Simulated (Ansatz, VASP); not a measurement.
## GaN: VASP beside Ansatz

File POSCAR:

```
GaN
1.0
    0.0000000000      2.2535006075      2.0732205589
    2.2535006075      0.0000000000      2.0732205589
    2.2535006075      2.2535006075      0.0000000000
Ga N
1 1
Direct
    0.0000000000      0.0000000000      0.0000000000
    0.7500000000      0.7500000000      0.7500000000
```

The input INCAR.step1:

```
SYSTEM = GaN
  PREC = Accurate
  ENCUT = 520
  ISMEAR = 0
  SIGMA = 0.05
  LREAL = .FALSE.
  LASPH = .TRUE.
  NELM = 60
  NBANDS = 16
  GGA = PE
  ALGO = Normal
  EDIFF = 1E-4
  LWAVE = .TRUE.
  LCHARG = .FALSE.
```

File INCAR.step2:

```
SYSTEM = GaN
  PREC = Accurate
  ENCUT = 520
  EDIFF = 1E-6
  ISMEAR = 0
  SIGMA = 0.05
  LREAL = .FALSE.
  LASPH = .TRUE.
  NELM = 60
  ALGO = Normal
  ISIF = 2
  LWAVE = .FALSE.
  LCHARG = .TRUE.
  METAGGA = R2SCAN
  LMIXTAU = .TRUE.
  LELF = .TRUE.
  LVHAR = .TRUE.
  NBANDS = 16
  ISTART = 1
```

File KPOINTS:

```
Automatic mesh
0
G
  10 10 10
  0 0 0
```

Input for Ansatz:

```yaml
crystal:
  lattice:
    - [0.0, 2.2535006075, 2.0732205589]
    - [2.2535006075, 0.0, 2.0732205589]
    - [2.2535006075, 2.2535006075, 0.0]
  atoms:
    - { symbol: Ga, position: [0.0, 0.0, 0.0] }
    - { symbol: "N", position: [0.75, 0.75, 0.75] }
basis:
  ecutwfc: 500
kpoints:
  mp_grid: { grid: [10, 10, 10] }
hamiltonian:
  xc: r2scan
scf:
  occupations: { method: gaussian, width: 0.05 }
output:
  forces: true
  stress: true
  eigenvalues: true
  write_density: true
  write_potential: true
  elf: true
  volumetric_format: npy
```

Change from the starting cell: strain +0.000 along x and y, -0.080 along z, atoms carried along.

Alike in both runs: task single point; functional r2SCAN; k mesh 10 × 10 × 10; occupations gaussian, width 0.05 eV; no spin polarisation.

```csv
,VASP,Ansatz
version,VASP 6.6.1,Ansatz 0.2.0
potentials or method,"VASP PAW PBE potentials, release 64 (Ga_d, N), cutoff 520 eV","scalar-relativistic, plane waves, PAW"
valence electrons in the cell,18,18
```

VASP gave:

```
gap on the k mesh at the Fermi level (eV)                     : 2.44
least direct gap on the mesh (eV)                             : 2.44
pressure (GPa)                                                : 18.6
traceless stress, the component that is largest in VASP (GPa) : 5.17
```

**Question.** Estimate Ansatz's values.

**Answer.** gap on the k mesh at the Fermi level (eV): 2.45; least direct gap on the mesh (eV): 2.45; pressure (GPa): 17.2; traceless stress, the component that is largest in VASP (GPa): 5.33.

VASP's potentials were made for PBE, not for r2SCAN. The functional is the same, so the differences come from potentials, cutoffs and numerics.
